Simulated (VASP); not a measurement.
# Ge in VASP: single point with LDA

Aim: the single point of Ge with LDA.

Program: VASP 6.6.1. These are calculated values, not measurements. Logs are shortened: lines on timing, memory, paths and dates and some standing lists are left out, and cuts for length are marked.

### 1 The cell of the first run

The typed cell holds 4 atoms: a = 3.762 Å, b = 3.762 Å, c = 6.176 Å, α = 90.00°, β = 90.00°, γ = 120.00°.

### 2 Single point, LDA

Input file INCAR:

```
PREC = Accurate
ENCUT = 520
EDIFF = 1E-6
ISMEAR = -1
SIGMA = 0.1
LREAL = F
LASPH = T
NELM = 60
ALGO = Normal
ISIF = 2
LWAVE = F
LCHARG = F
NBANDS = 36
```

Input file KPOINTS:

```
regular mesh
0
Gamma
  6 6 2
```

Input file POSCAR:

```
Ge
1.0
    3.7617206849      0.0000000000      0.0000000000
   -1.8808603424      3.2577456750      0.0000000000
    0.0000000000      0.0000000000      6.1756463371
Ge
4
Direct
    0.0000000000      0.0000000000      1.0711393003
    0.0000000000      0.0000000000      0.5711393003
    0.3333333333      0.6666666667      0.8211606997
    0.6666666667      0.3333333333      0.3211606997
```

Potentials or basis: VASP PAW LDA potentials, release 64 (Ge_d).

Run with:

```
> cat potpaw_LDA.64/Ge_d/POTCAR > POTCAR
> mpirun -np 1 vasp_std > vasp.out
```

OUTCAR:

```text
PREC = Accurate
   ENCUT = 520
   EDIFF = 1E-6
   ISMEAR = -1
   LREAL = F
   LASPH = T
   NELM = 60
   ISIF = 2

 ion  position               nearest neighbor table
   1  0.000  0.000  0.071-   3 2.66   3 2.66   3 2.66   4 2.66   4 2.66   4 2.66
   2  0.000  0.000  0.571-   4 2.66   4 2.66   4 2.66   3 2.66   3 2.66   3 2.66
   3  0.333  0.667  0.821-   1 2.66   1 2.66   1 2.66   2 2.66   2 2.66   2 2.66
   4  0.667  0.333  0.321-   2 2.66   2 2.66   2 2.66   1 2.66   1 2.66   1 2.66

  LATTYP: Found a hexagonal cell.
 ALAT       =     3.7617206849
 C/A-ratio  =     1.6417078392

  Lattice vectors:

 A1 = (   3.7617206849,   0.0000000000,   0.0000000000)
 A2 = (  -1.8808603424,   3.2577456750,   0.0000000000)
 A3 = (   0.0000000000,   0.0000000000,   6.1756463371)

Analysis of symmetry for initial positions (statically):
=====================================================================
 Subroutine PRICEL returns:
 Original cell was already a primitive cell.

 Routine SETGRP: Setting up the symmetry group for a
 hexagonal supercell.

 Subroutine GETGRP returns: Found 12 space group operations
 (whereof  6 operations were pure point group operations)
 out of a pool of 24 trial point group operations.

The static configuration has the point symmetry C_3v.
 The point group associated with its full space group is C_6v.

Analysis of symmetry for dynamics (positions and initial velocities):
=====================================================================
 Subroutine PRICEL returns:
 Original cell was already a primitive cell.

 Routine SETGRP: Setting up the symmetry group for a
 hexagonal supercell.

 Subroutine GETGRP returns: Found 12 space group operations
 (whereof  6 operations were pure point group operations)
 out of a pool of 24 trial point group operations.

The dynamic configuration has the point symmetry C_3v.
 The point group associated with its full space group is C_6v.

 Subroutine INISYM returns: Found 12 space group operations
 (whereof  6 operations are pure point group operations),
 and found     1 'primitive' translations

----------------------------------------------------------------------------------------

                                     Primitive cell

  volume of cell :      75.6809

  direct lattice vectors                    reciprocal lattice vectors
[... 77 lines left out ...]
   LASPH  =      T    aspherical Exc in radial PAW
   ENCUT  =  520.0 eV  38.22 Ry    6.18 a.u.   6.99  6.99 11.48*2*pi/ulx,y,z
   NELM   =     60;   NELMIN=  2; NELMDL= -5     # of ELM steps
   EDIFF  = 0.1E-05   stopping-criterion for ELM
   LREAL  =      F    real-space projection
   EDIFFG = 0.1E-04   stopping-criterion for IOM
   NSW    =      0    number of steps for IOM
   IBRION =     -1    ionic relax: 0-MD 1-quasi-New 2-CG
   NFREE  =      0    steps in history (QN), initial steepest desc. (CG)
   ISIF   =      2    stress and relaxation
   ISYM   =      2    0-nonsym 1-usesym 2-fastsym
   POTIM  = 0.5000    time-step for ionic-motion
   TEBEG  =    0.0;   TEEND  =   0.0 temperature during run
   PSTRESS=    0.0 pullay stress
   NELECT =      56.0000    total number of electrons
   NUPDOWN=      -1.0000    fix difference up-down
   EMIN   =  10.00;   EMAX   =-10.00  energy-range for DOS
   EFERMI =   0.00;   METHOD = LEGACY
   ISMEAR =    -1;   SIGMA  =   0.10  broadening in eV -4-tet -1-fermi 0-gaus
   EFERMI_NEDOS =   21; number of points for ismear=-14 and -15
   IALGO  =     38    algorithm
   IMIX   =      4    mixing-type and parameters
     AMIX     =   0.40;   BMIX     =  1.00
     AMIX_MAG =   1.60;   BMIX_MAG =  1.00
  volume/ion in A,a.u.               =      18.92       127.68
  Fermi-wavevector in a.u.,A,eV,Ry     =   1.480729  2.798171 29.831551  2.192557
  Thomas-Fermi vector in A             =   2.594727
   LORBIT       =      0    0 simple, 1 ext, 2 COOP (PROOUT), +10 PAW based schemes
   GGA     = CA    functional components
   LHFCALC =     F    Hartree Fock is set to
   AEXX    =    0.0000 exact exchange contribution
   IVDW    =     0    specifies the selected vdW correction
   LEPSILON=     F    determine dielectric tensor
   LRPA    =     F    only Hartree local field effects (RPA)
 non-spin polarized calculation
  energy-cutoff  :      520.00
  volume of cell :       75.68
 maximum number of plane-waves:      2052
 NGX is ok and might be reduce to    28
   NGX = 13   NGY = 13   NGZ = 23

 number of electron      56.0000016 magnetization

 Free energy of the ion-electron system (eV)
  ---------------------------------------------------
  ext. energy  EPLUGINS =         0.00000000
  ---------------------------------------------------
  free energy    TOTEN  =       -20.07416243 eV

  energy without entropy =      -20.03403995  energy(sigma->0) =      -20.05410119

 E-fermi :   6.1858     XC(G=0): -11.4262

 val. band max:        6.0534896808   @ k =   0.1667   0.1667   0.0000
 cond. band min:       6.3284970450   @ k =   0.3333   0.0000   0.5000
 fundamental gap:      0.2750073642
 Fermi energy:         6.1858111630

 k-point     1 :       0.0000    0.0000    0.0000
  band No.  band energies     occupation
      1     -18.5528      2.00000
      2     -18.5528      2.00000
      3     -18.5176      2.00000
      4     -18.5176      2.00000
      5     -18.4974      2.00000
      6     -18.4174      2.00000
[... 535 lines left out ...]
     35      14.2303      0.00000
     36      14.2303      0.00000

------------------------ aborting loop because EDIFF is reached ----------------------------------------

  FORCE on cell =-STRESS in cart. coord.  units (eV):
  Direction    XX          YY          ZZ          XY          YZ          ZX
  --------------------------------------------------------------------------------------
  -------------------------------------------------------------------------------------
  Total       -0.0146854     -0.0146854      0.0169819     -0.0000000      0.0000000      0.0000000
  in kB       -0.3108922     -0.3108922      0.3595096     -0.0000000      0.0000000      0.0000000
  external PRESSURE =      -0.0874250 kB  Pullay stress =       0.0000000 kB

 VOLUME and BASIS-vectors are now :
 -----------------------------------------------------------------------------
  energy-cutoff  :      520.00
  volume of cell :       75.68
      direct lattice vectors                 reciprocal lattice vectors
     3.761720685  0.000000000  0.000000000     0.265835793  0.153480366  0.000000000
    -1.880860342  3.257745675  0.000000000     0.000000000  0.306960733  0.000000000
     0.000000000  0.000000000  6.175646337     0.000000000  0.000000000  0.161926371

 POSITION                                       TOTAL-FORCE (eV/Angst)
 -----------------------------------------------------------------------------------
      0.00000      0.00000      0.43933         0.000000     -0.000000      0.000162
      0.00000      0.00000      3.52715         0.000000      0.000000      0.000162
     -0.00000      2.17183      5.07120         0.000000      0.000000     -0.000162
      1.88086      1.08592      1.98337        -0.000000     -0.000000     -0.000162
 -----------------------------------------------------------------------------------
    total drift:                                0.000000      0.000001      0.002525

  FREE ENERGIE OF THE ION-ELECTRON SYSTEM (eV)
  ---------------------------------------------------
  free  energy   TOTEN  =       -20.0741624267 eV

  energy  without entropy=      -20.0340399488  energy(sigma->0) =      -20.05410119
```

OSZICAR:

```text
N       E                     dE             d eps       ncg     rms          rms(c)
DAV:   1     0.481225993432E+03    0.48123E+03   -0.26122E+04  1176   0.437E+03
DAV:   2     0.609252482698E+02   -0.42030E+03   -0.40897E+03  1008   0.799E+02
DAV:   3    -0.159665618077E+02   -0.76892E+02   -0.75571E+02  1108   0.201E+02
DAV:   4    -0.201026097395E+02   -0.41360E+01   -0.41071E+01  1172   0.536E+01
DAV:   5    -0.201808883286E+02   -0.78279E-01   -0.78230E-01  1132   0.821E+00    0.329E+00
DAV:   6    -0.201072058557E+02    0.73682E-01   -0.54671E-02  1552   0.554E+00    0.182E+00
DAV:   7    -0.200752943568E+02    0.31911E-01   -0.68632E-02  1244   0.288E+00    0.180E-01
DAV:   8    -0.200740357145E+02    0.12586E-02   -0.11162E-02  1076   0.227E+00    0.652E-02
DAV:   9    -0.200742015789E+02   -0.16586E-03   -0.21438E-03  1124   0.118E+00    0.356E-02
DAV:  10    -0.200741798961E+02    0.21683E-04   -0.25420E-04  1308   0.609E-01    0.243E-02
DAV:  11    -0.200741639607E+02    0.15935E-04   -0.12851E-04  1396   0.204E-01    0.893E-03
DAV:  12    -0.200741624934E+02    0.14672E-05   -0.99836E-06  1384   0.156E-01    0.195E-03
DAV:  13    -0.200741624267E+02    0.66764E-07   -0.25761E-06   796   0.860E-02
   1 F= -.20074162E+02 E0= -.20054101E+02  d E =-.401225E-01
```

It took 29 s on 1 thread of Intel Xeon 6975P-C, shared host; peak memory 0.16 GiB.

Results:

| Item | Value |
| --- | --- |
| Free energy | -20.0742 eV |
| Pressure | 0.0 GPa |
| Band gap on the k mesh | zero (band 28 reaches 7.66 eV, above the bottom of band 29 at 3.31 eV) |

Levels at points of the mesh, in eV from the Fermi level:
| k point | band 25 | band 26 | band 27 | band 28 | band 29 | band 30 | band 31 | band 32 |
| --- | --- | --- | --- | --- | --- | --- | --- | --- |
| (0.00, 0.00, 0.00) | -0.31 | -0.31 | 0.75 | 1.37 | 1.37 | 2.47 | 2.95 | 2.95 |
| (0.50, 0.00, 0.00) | -5.26 | -4.28 | -2.67 | 0.94 | 1.32 | 1.41 | 1.75 | 2.69 |
| (0.00, 0.00, 0.50) | 0.41 | 0.41 | 0.41 | 0.41 | 1.46 | 1.46 | 3.67 | 3.67 |
| (0.50, 0.00, 0.50) | -1.68 | -1.68 | -1.64 | -1.64 | -1.16 | -1.16 | 3.09 | 3.09 |

Caveat: the k points lie up to 0.51 Å⁻¹ apart.
